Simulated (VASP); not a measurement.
A run of VASP 6.6.1 is set up as follows.

Contents of INCAR:

```
PREC = Accurate
ENCUT = 520
EDIFF = 1E-7
ISMEAR = -1
SIGMA = 0.05
LREAL = Auto
LASPH = True
NELM = 100
ALGO = Normal
ISIF = 2
LWAVE = False
LCHARG = False
GGA = PE
NBANDS = 34
```

File KPOINTS:

```
regular mesh
0
Gamma
  1 1 1
```

File POSCAR:

```
H11NO4
1.0
    5.2305400000      0.0000000000      0.0000000000
    0.0000000000      5.2305400000      0.0000000000
    0.0000000000      0.0000000000      5.2305400000
O H N
4 11 1
Direct
    0.6346763432      0.8251729267      0.4691293824
    0.8491857437      0.7065236094      0.9137488672
    0.2601834610      0.5125092247      0.2648292528
    0.6497990647      0.2160006424      0.2223862163
    0.6005689661      0.9971628168      0.3740722755
    0.4975776880      0.7035984812      0.4541596088
    0.7647011590      0.7646055665      0.7432311004
    0.7268083219      0.7243038004      1.0544991531
    0.1301395267      0.6440252823      0.1944923469
    0.1725825632      0.4209316820      0.4226905826
    0.4952643513      0.3054942702      0.1566951022
    0.7757707617      0.2106092296      0.0808520726
   -0.1206949952      0.1795990471      0.6614613405
    0.1561789031      0.0439725153      0.6672924784
    0.1576892634      0.2897406386      0.8088839776
    0.0721722805      0.2187919412      0.6616716438
```

Potentials or basis: VASP PAW PBE potentials, release 64 (O, H, N).

The run is started by

```console
$ cat potpaw_PBE.64/O/POTCAR potpaw_PBE.64/H/POTCAR potpaw_PBE.64/N/POTCAR > POTCAR
$ mpirun -np 1 vasp_gam > vasp.out
```

(1) Estimate the largest force.

(2) Estimate the pressure.

(3) What does it give for the band gap on the k mesh?

Results:

(1) 3.200 eV/Å.

(2) 0.3 GPa.

(3) 4.31 eV.

Caveat: the k points lie up to 1.20 Å⁻¹ apart.
